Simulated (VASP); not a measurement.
# SnSe (Fm-3m) in VASP: further runs, part 2 of 2

VASP 6.6.1. Earlier steps stand in the parts before.

## Step 4: Relaxation of the atoms, PBEsol

This run uses another cell than the first one, of 24.55 Å³/atom, 1.286 times its volume.

INCAR reads:

```
SYSTEM = SnSe
PREC = Accurate
ENCUT = 520
EDIFF = 1E-7
ISMEAR = -1
SIGMA = 0.05
LREAL = .FALSE.
LASPH = .TRUE.
NELM = 60
ALGO = Normal
ISIF = 2
LWAVE = .FALSE.
LCHARG = .FALSE.
GGA = PS
IBRION = 2
NSW = 50
EDIFFG = -0.01
```

KPOINTS reads:

```
Automatic mesh
0
G
  10 10 10
  0 0 0
```

POSCAR reads:

```
SnSe
1.0
    0.0000000000      2.9065417928      2.9065417928
    2.9065417928      0.0000000000      2.9065417928
    2.9065417928      2.9065417928      0.0000000000
Sn Se
1 1
Direct
    0.0000000000      0.0000000000      0.0000000000
    0.5000000000      0.5000000000      0.5000000000
```

Potentials or basis: VASP PAW PBE potentials, release 64 (Sn_d, Se).

Started as:

```sh
$ cat potpaw_PBE.64/Sn_d/POTCAR potpaw_PBE.64/Se/POTCAR > POTCAR
$ mpirun -np 1 vasp_std > vasp.out
```

OUTCAR:

```text
SYSTEM = SnSe
   PREC = Accurate
   ENCUT = 520
   EDIFF = 1E-7
   ISMEAR = -1
   LREAL = .FALSE.
   LASPH = .TRUE.
   NELM = 60
   ISIF = 2
   GGA = PS
   IBRION = 2
   NSW = 50
   EDIFFG = -0.01

 ion  position               nearest neighbor table
   1  0.000  0.000  0.000-   2 2.91   2 2.91   2 2.91   2 2.91   2 2.91   2 2.91
   2  0.500  0.500  0.500-   1 2.91   1 2.91   1 2.91   1 2.91   1 2.91   1 2.91

  LATTYP: Found a face centered cubic cell.
 ALAT       =     5.8130835856

  Lattice vectors:

 A1 = (   0.0000000000,   2.9065417928,   2.9065417928)
 A2 = (   2.9065417928,   0.0000000000,   2.9065417928)
 A3 = (   2.9065417928,   2.9065417928,   0.0000000000)

Analysis of symmetry for initial positions (statically):
=====================================================================
 Subroutine PRICEL returns:
 Original cell was already a primitive cell.

 Routine SETGRP: Setting up the symmetry group for a
 face centered cubic supercell.

 Subroutine GETGRP returns: Found 48 space group operations
 (whereof 48 operations were pure point group operations)
 out of a pool of 48 trial point group operations.

The static configuration has the point symmetry O_h .

Analysis of symmetry for dynamics (positions and initial velocities):
=====================================================================
 Subroutine PRICEL returns:
 Original cell was already a primitive cell.

 Routine SETGRP: Setting up the symmetry group for a
 face centered cubic supercell.

 Subroutine GETGRP returns: Found 48 space group operations
 (whereof 48 operations were pure point group operations)
 out of a pool of 48 trial point group operations.

The dynamic configuration has the point symmetry O_h .

 Subroutine INISYM returns: Found 48 space group operations
 (whereof 48 operations are pure point group operations),
 and found     1 'primitive' translations

----------------------------------------------------------------------------------------

                                     Primitive cell

  volume of cell :      49.1088

  direct lattice vectors                    reciprocal lattice vectors
     0.000000000  2.906541793  2.906541793    -0.172025739  0.172025739  0.172025739
     2.906541793  0.000000000  2.906541793     0.172025739 -0.172025739  0.172025739
     2.906541793  2.906541793  0.000000000     0.172025739  0.172025739 -0.172025739

  length of vectors
     4.110470823  4.110470823  4.110470823     0.297957320  0.297957320  0.297957320

  position of ions in fractional coordinates (direct lattice)
     0.000000000  0.000000000  0.000000000
     0.500000000  0.500000000  0.500000000

  ion indices of the primitive-cell ions
   primitive index   ion index
                 1           1
                 2           2

----------------------------------------------------------------------------------------

 KPOINTS: Automatic mesh

Automatic generation of k-mesh.
 Grid dimensions read from file:
 generate k-points for:   10   10   10

 Generating k-lattice:

  Cartesian coordinates                     Fractional coordinates (reciprocal lattice)
    -0.017202574  0.017202574  0.017202574     0.100000000  0.000000000  0.000000000
     0.017202574 -0.017202574  0.017202574     0.000000000  0.100000000  0.000000000
     0.017202574  0.017202574 -0.017202574     0.000000000  0.000000000  0.100000000

  Length of vectors
     0.029795732  0.029795732  0.029795732

  Shift w.r.t. Gamma in fractional coordinates (k-lattice)
     0.000000000  0.000000000  0.000000000

 Subroutine IBZKPT returns following result:
 ===========================================

 Found     47 irreducible k-points:

 Following reciprocal coordinates:
            Coordinates               Weight
  0.000000  0.000000  0.000000      1.000000
  0.100000  0.000000  0.000000      8.000000
  0.200000  0.000000  0.000000      8.000000
  0.300000  0.000000  0.000000      8.000000
  0.400000  0.000000  0.000000      8.000000
  0.500000  0.000000  0.000000      4.000000
[... 16 lines left out ...]
  0.300000  0.300000  0.000000      6.000000
  0.400000  0.300000  0.000000     24.000000
 [... further k-points ...]
   k-points           NKPTS =     47   k-points in BZ     NKDIM =     47   number of bands    NBANDS=     14
   number of dos      NEDOS =    301   number of ions     NIONS =      2
   total plane-waves  NPLWV =  32768
   dimension x,y,z NGX =    32 NGY =   32 NGZ =   32
   dimension x,y,z NGXF=    64 NGYF=   64 NGZF=   64
   ions per type =               1   1
   NGX,Y,Z   is equivalent  to a cutoff of  12.94, 12.94, 12.94 a.u.
   NGXF,Y,Z  is equivalent  to a cutoff of  25.88, 25.88, 25.88 a.u.
 SYSTEM =  SnSe
   PREC   = accura    normal or accurate (medium, high low for compatibility)
   ISTART =      0    job   : 0-new  1-cont  2-samecut
   ICHARG =      2    charge: 1-file 2-atom 10-const
   ISPIN  =      1    spin polarized calculation?
   LNONCOLLINEAR =      F non collinear calculations
   LSORBIT =      F    spin-orbit coupling
   LASPH  =      T    aspherical Exc in radial PAW
   ENCUT  =  520.0 eV  38.22 Ry    6.18 a.u.   7.64  7.64  7.64*2*pi/ulx,y,z
   NELM   =     60;   NELMIN=  2; NELMDL= -5     # of ELM steps
   EDIFF  = 0.1E-06   stopping-criterion for ELM
   LREAL  =      F    real-space projection
   EDIFFG = -.1E-01   stopping-criterion for IOM
   NSW    =     50    number of steps for IOM
   IBRION =      2    ionic relax: 0-MD 1-quasi-New 2-CG
   NFREE  =      1    steps in history (QN), initial steepest desc. (CG)
   ISIF   =      2    stress and relaxation
   ISYM   =      2    0-nonsym 1-usesym 2-fastsym
   POTIM  = 0.5000    time-step for ionic-motion
   TEBEG  =    0.0;   TEEND  =   0.0 temperature during run
   PSTRESS=    0.0 pullay stress
   NELECT =      20.0000    total number of electrons
   NUPDOWN=      -1.0000    fix difference up-down
   EMIN   =  10.00;   EMAX   =-10.00  energy-range for DOS
   EFERMI =   0.00;   METHOD = LEGACY
   ISMEAR =    -1;   SIGMA  =   0.05  broadening in eV -4-tet -1-fermi 0-gaus
   EFERMI_NEDOS =   21; number of points for ismear=-14 and -15
   IALGO  =     38    algorithm
   IMIX   =      4    mixing-type and parameters
     AMIX     =   0.40;   BMIX     =  1.00
     AMIX_MAG =   1.60;   BMIX_MAG =  1.00
  volume/ion in A,a.u.               =      24.55       165.70
  Fermi-wavevector in a.u.,A,eV,Ry     =   1.213477  2.293139 20.034942  1.472527
  Thomas-Fermi vector in A             =   2.348928
   LORBIT       =      0    0 simple, 1 ext, 2 COOP (PROOUT), +10 PAW based schemes
   GGA     = PS    functional components
   LHFCALC =     F    Hartree Fock is set to
   AEXX    =    0.0000 exact exchange contribution
   IVDW    =     0    specifies the selected vdW correction
   LEPSILON=     F    determine dielectric tensor
   LRPA    =     F    only Hartree local field effects (RPA)
 conjugate gradient relaxation of ions
 non-spin polarized calculation
  energy-cutoff  :      520.00
  volume of cell :       49.11
 maximum number of plane-waves:      1363
   NGX = 15   NGY = 15   NGZ = 15

 number of electron      19.9999994 magnetization

 Free energy of the ion-electron system (eV)
  ---------------------------------------------------
  ext. energy  EPLUGINS =         0.00000000
  ---------------------------------------------------
  free energy    TOTEN  =        -8.92923566 eV

  energy without entropy =       -8.92858227  energy(sigma->0) =       -8.92890896

 E-fermi :   6.9564     XC(G=0): -10.2558

 val. band max:        6.8065072056   @ k =  -0.2000   0.2000   0.0000
 cond. band min:       7.1314622257   @ k =  -0.4000   0.1000   0.0000
 fundamental gap:      0.3249550201
 Fermi energy:         6.9564147733

 k-point     1 :       0.0000    0.0000    0.0000
  band No.  band energies     occupation
      1     -14.8222      2.00000
      2     -14.8222      2.00000
      3     -14.8178      2.00000
      4     -14.8178      2.00000
      5     -14.8178      2.00000
      6      -7.9753      2.00000
      7       1.9271      2.00000
      8       4.1731      2.00000
      9       4.1731      2.00000
     10       4.1731      2.00000
     11      11.3507      0.00000
     12      11.3507      0.00000
     13      11.3507      0.00000
     14      12.3386      0.00000
[... 377 lines left out ...]
      1     -14.8584      2.00000
      2     -14.8249      2.00000
      3     -14.8147      2.00000
      4     -14.7966      2.00000
      5     -14.7954      2.00000
      6      -6.7817      2.00000
      7      -0.4344      2.00000
      8       2.4036      2.00000
      9       2.8767      2.00000
     10       3.4141      2.00000
     11       9.7730      0.00000
     12      10.8788      0.00000
     13      11.5498      0.00000
     14      12.0365      0.00000

 [... further k-points ...]
[... 5 lines left out ...]
  --------------------------------------------------------------------------------------
  -------------------------------------------------------------------------------------
  Total        1.3889507      1.3889507      1.3889507      0.0000000      0.0000000     -0.0000000
  in kB       45.3145527     45.3145527     45.3145527      0.0000000      0.0000000     -0.0000000
  external PRESSURE =      45.3145527 kB  Pullay stress =       0.0000000 kB

 VOLUME and BASIS-vectors are now :
 -----------------------------------------------------------------------------
  energy-cutoff  :      520.00
  volume of cell :       49.11
      direct lattice vectors                 reciprocal lattice vectors
     0.000000000  2.906541793  2.906541793    -0.172025739  0.172025739  0.172025739
     2.906541793  0.000000000  2.906541793     0.172025739 -0.172025739  0.172025739
     2.906541793  2.906541793  0.000000000     0.172025739  0.172025739 -0.172025739

 POSITION                                       TOTAL-FORCE (eV/Angst)
 -----------------------------------------------------------------------------------
      0.00000      0.00000      0.00000        -0.000000      0.000000     -0.000000
      2.90654      2.90654      2.90654         0.000000     -0.000000      0.000000
 -----------------------------------------------------------------------------------
    total drift:                                0.000000     -0.000000     -0.000000

  FREE ENERGIE OF THE ION-ELECTRON SYSTEM (eV)
  ---------------------------------------------------
  free  energy   TOTEN  =        -8.9292356550 eV

  energy  without entropy=       -8.9285822659  energy(sigma->0) =       -8.92890896

 reached required accuracy - stopping structural energy minimisation
```

OSZICAR:

```text
N       E                     dE             d eps       ncg     rms          rms(c)
DAV:   1     0.130350435951E+03    0.13035E+03   -0.10351E+04  1340   0.183E+03
DAV:   2     0.294687091277E+01   -0.12740E+03   -0.12459E+03  1448   0.398E+02
DAV:   3    -0.873993449165E+01   -0.11687E+02   -0.11449E+02  1688   0.104E+02
DAV:   4    -0.904830855948E+01   -0.30837E+00   -0.30352E+00  1414   0.180E+01
DAV:   5    -0.905836780647E+01   -0.10059E-01   -0.10058E-01  1924   0.317E+00    0.365E+00
DAV:   6    -0.893505114834E+01    0.12332E+00   -0.28681E-01  1906   0.451E+00    0.225E+00
DAV:   7    -0.892954985142E+01    0.55013E-02   -0.60900E-02  1540   0.155E+00    0.905E-01
DAV:   8    -0.892926780480E+01    0.28205E-03   -0.58030E-03  1540   0.834E-01    0.785E-02
DAV:   9    -0.892922599940E+01    0.41805E-04   -0.66347E-04  1908   0.279E-01    0.475E-02
DAV:  10    -0.892923465711E+01   -0.86577E-05   -0.57144E-05  1418   0.548E-02    0.105E-02
DAV:  11    -0.892923566970E+01   -0.10126E-05   -0.10420E-05  1738   0.342E-02    0.312E-03
DAV:  12    -0.892923565502E+01    0.14676E-07   -0.61229E-07  1634   0.993E-03
   1 F= -.89292357E+01 E0= -.89289090E+01  d E =-.892924E+01
```

Wall time 25 s (1 thread of Intel Xeon Platinum 8259CL at 2.50GHz (Skylake/Cascade Lake), shared host); peak memory 0.19 GiB.

What came out:

- Free energy: -8.9292 eV
- Pressure after relaxing: 4.5 GPa
- Band gap on the k mesh: 0.33 eV, indirect (least direct gap 0.54 eV)

Final structure:
```
Sn Se
1.0
     0.00000    2.90654    2.90654
     2.90654    0.00000    2.90654
     2.90654    2.90654    0.00000
Sn Se
1 1
Direct
  0.00000 0.00000 0.00000
  0.50000 0.50000 0.50000
```

Levels at points of the mesh, in eV from the valence-band top:
```csv
k point,band 8,band 9,band 10,band 11,band 12,band 13
"(0.00, 0.00, 0.00)",-2.63,-2.63,-2.63,4.54,4.54,4.54
"(0.50, 0.00, 0.00)",-2.36,-2.36,-0.31,0.85,0.99,0.99
"(0.50, 0.50, 0.00)",-6.21,-4.31,-4.31,2.41,5.79,5.79
```

Caveat: the relaxation stopped at its first step, so nothing moved; the PAW data sets were made with another functional, which shifts forces and pressure a little; spin-orbit coupling is left out, which moves the levels of the heavy elements. A k mesh can miss the band edges.

## Step 5: Relaxation of the atoms, PBEsol

This run uses another cell than the first one, of 27.28 Å³/atom, 1.429 times its volume.

INCAR reads:

```
SYSTEM = SnSe
PREC = Accurate ; ENCUT = 520
EDIFF = 1E-6 ; ISMEAR = -1
SIGMA = 0.05 ; LREAL = .False.
LASPH = .True. ; NELM = 80
ALGO = Normal ; ISIF = 2
LWAVE = .False. ; LCHARG = .False.
GGA = PS ; IBRION = 2
NSW = 50 ; EDIFFG = -0.01
```

KPOINTS reads:

```
regular mesh
0
Gamma
  10 10 10
  0 0 0
```

POSCAR reads:

```
SnSe
1.0
    0.0000000000      3.0104337128      3.0104337128
    3.0104337128      0.0000000000      3.0104337128
    3.0104337128      3.0104337128      0.0000000000
Sn Se
1 1
Direct
    0.0000000000      0.0000000000      0.0000000000
    0.5000000000      0.5000000000      0.5000000000
```

Started as:

```sh
$ cat potpaw_PBE.64/Sn_d/POTCAR potpaw_PBE.64/Se/POTCAR > POTCAR
$ mpirun -np 1 vasp_std > vasp.out
```

Run time: 25 s. Hardware: 1 thread of Intel Xeon Platinum 8259CL at 2.50GHz (Skylake/Cascade Lake), shared host; peak memory 0.19 GiB.

Results (log left out):

- Free energy: -8.9671 eV
- Pressure after relaxing: -1.8 GPa
- Band gap on the k mesh: 0.52 eV, indirect (least direct gap 0.62 eV)

Final structure:
```
CELL_PARAMETERS angstrom
0.00000 3.01043 3.01043
3.01043 0.00000 3.01043
3.01043 3.01043 0.00000
ATOMIC_POSITIONS crystal
Sn 0.00000 0.00000 0.00000
Se 0.50000 0.50000 0.50000
```

Levels at points of the mesh, in eV from the valence-band top:
| k point | band 7 | band 8 | band 9 | band 10 | band 11 | band 12 | band 13 | band 14 |
| --- | --- | --- | --- | --- | --- | --- | --- | --- |
| (0.00, 0.00, 0.00) | -5.02 | -2.09 | -2.09 | -2.09 | 4.37 | 4.37 | 4.37 | 5.89 |
| (0.50, 0.00, 0.00) | -7.99 | -1.85 | -1.85 | 0.00 | 0.65 | 1.30 | 1.30 | 8.21 |
| (0.50, 0.50, 0.00) | -5.95 | -5.41 | -3.56 | -3.56 | 3.01 | 5.41 | 5.41 | 6.02 |

Caveat: the relaxation stopped at its first step, so nothing moved; the PAW data sets were made with another functional, which shifts forces and pressure a little; spin-orbit coupling is left out, which moves the levels of the heavy elements. A k mesh can miss the band edges.

## Step 6: The runs side by side

| cell | gap on the mesh (eV) | pressure (GPa) |
| --- | --- | --- |
| atoms relaxed from a = 3.780 Å, angles 60.0°, 2 atoms | 0.10 | 35.7 |
| atoms relaxed from a = 4.033 Å, angles 60.0°, 2 atoms | 0.21 | 9.3 |
| atoms relaxed from a = 4.110 Å, angles 60.0°, 2 atoms | 0.33 | 4.5 |
| atoms relaxed from a = 4.257 Å, angles 60.0°, 2 atoms | 0.52 | -1.8 |

Alike in all rows: task relaxation of the atoms; level PBEsol; potentials or basis VASP PAW PBE potentials, release 64 (Sn_d, Se); no spin polarisation; k mesh 10 × 10 × 10; cutoff (eV) 520; smearing fermi-dirac 0.05 eV.

Caveats: the relaxation stopped at its first step, so nothing moved; the PAW data sets were made with another functional, which shifts forces and pressure a little; spin-orbit coupling is left out, which moves the levels of the heavy elements.

Absolute energies hang on the potentials; compare differences alone.
